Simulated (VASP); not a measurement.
**SnO: relaxation of cell and atoms with PBEsol**

The system is SnO.

```xyz
8
Lattice="2.5000 -2.8600 0.0000 2.5000 2.8600 0.0000 0.0000 0.0000 11.1200" Properties=species:S:1:pos:R:3 pbc="T T T"
Sn    0.0000    0.0000    0.0000
Sn    0.0000    0.0000    5.5600
Sn    2.5000   -0.3375    2.8245
Sn    2.5000    0.3375    8.3845
O     3.4000   -1.4300    4.2256
O     1.6000    1.4300    9.7856
O     1.6000   -1.4300    4.2256
O     3.4000    1.4300    9.7856
```

- Program: VASP 6.6.1
- Task: relaxation of cell and atoms
- Functional: PBEsol
- Potentials or basis: VASP PAW PBE potentials, release 64 (Sn_d, O)
- Cutoff: 600 eV
- k mesh: 6 × 6 × 2
- Occupations: gaussian, width 0.1 eV
- Spin: no spin polarisation
- Dipole correction: no
- Further INCAR settings: ALGO = Normal; EDIFF = 1e-06; IBRION = 2; EDIFFG = -0.05; NSW = 100; ISIF = 3

```
Relaxed volume                        : 16.99 Å³/atom
Relaxed cell                          : a = 3.799 Å, b = 3.799 Å, c = 9.423 Å, α = 90.00°, β = 90.00°, γ = 89.96°
Space group after relaxing (to 0.1 Å) : Cmce (No. 64)
Energy gained by relaxing             : 958.5 meV/atom
Ionic steps                           : 24
Pressure after relaxing               : 0.0 GPa
Largest force after relaxing          : 0.047 eV/Å
Band gap on the k mesh                : zero (bands 40 and 41 overlap by 0.21 eV)
```

Forces in eV/Å, atoms in the order of the input:
```
Sn   0.000 -0.023 -0.041
Sn   0.000  0.023 -0.041
Sn   0.000  0.026  0.008
Sn   0.000 -0.026  0.008
O   -0.016  0.027  0.016
O    0.016 -0.027  0.016
O    0.016  0.027  0.016
O   -0.016 -0.027  0.016
```

Stress tensor (GPa, compression positive):
```
-0.13  0.00  0.00
 0.00  0.06  0.00
 0.00  0.00  0.05
```

Step by step:
```csv
step,energy change (eV),largest force (eV/Å),pressure (GPa),volume (Å³)
1,0.0000,8.4743,6.65,159.02
2,-5.0944,3.3543,-13.65,177.08
3,-5.6167,3.1826,-12.14,171.83
4,-6.9018,2.5349,6.30,141.08
5,-7.2579,0.8486,-1.83,150.00
6,-7.2584,0.8190,-1.53,149.58
7,-7.4556,0.7025,-0.09,146.15
8,-7.5040,0.8961,1.36,143.28
9,-7.5761,0.3685,-1.57,144.56
10,-7.5762,0.3559,-1.52,144.54
11,-7.6312,0.2043,-0.23,141.52
12,-7.6349,0.2584,0.27,140.55
13,-7.6459,0.1063,-0.43,140.52
14,-7.6470,0.1031,-0.73,140.51
15,-7.6543,0.1712,0.00,138.74
16,-7.6546,0.2157,0.16,138.33
17,-7.6609,0.1292,-0.05,137.53
18,-7.6625,0.1068,-0.23,136.75
19,-7.6625,0.1029,-0.20,136.89
20,-7.6649,0.0927,0.22,136.04
21,-7.6650,0.0907,0.29,135.90
22,-7.6664,0.1056,-0.13,136.11
23,-7.6664,0.0996,-0.10,136.09
24,-7.6682,0.0471,-0.01,135.96
```

Final structure:
```xyz
8
Lattice="2.6869 -2.6850 0.0000 2.6869 2.6850 0.0000 0.0000 0.0000 9.4226" Properties=species:S:1:pos:R:3 pbc="T T T"
Sn    2.6869   -2.6476    0.0173
Sn    2.6869    2.6476    4.7286
Sn    2.6869   -0.0389    2.4067
Sn    2.6869    0.0389    7.1180
O     1.3450    1.3029    3.5652
O     4.0289   -1.3029    8.2765
O     4.0289    1.3029    3.5652
O     1.3450   -1.3029    8.2765
```

Levels at points of the mesh, in eV from the Fermi level:
```
           k point  band 38  band 39  band 40  band 41  band 42  band 43
(0.00, 0.00, 0.00)    -2.88    -2.20     0.05     1.68     2.23     2.72
(0.50, 0.00, 0.00)    -2.81    -1.73    -1.72     2.71     2.72     3.34
(0.50, 0.50, 0.00)    -2.46    -1.90    -1.88    -0.17    -0.16     2.25
(0.00, 0.00, 0.50)    -3.13    -0.49    -0.49     1.67     1.67     3.34
(0.50, 0.00, 0.50)    -2.28    -2.16    -2.16     2.96     2.96     3.08
(0.50, 0.50, 0.50)    -2.41    -2.39    -2.39     0.79     0.79     0.80
```

Wall time 37 min on 1 thread of Intel(R) Xeon(R) 6975P-C (Granite Rapids) (shared host), peak memory 0.4 GiB.

Caveat: semilocal functionals underestimate gaps, and a narrow one can read as zero; a cell axis changed by over 15 % at a fixed basis, so the end point is rough; the PAW data sets were made with another functional, which shifts forces and pressure a little; spin-orbit coupling is left out, which moves the levels of the heavy elements; the relaxation stopped at a loose force limit of 0.05 eV/Å, so its end isn't a converged minimum.
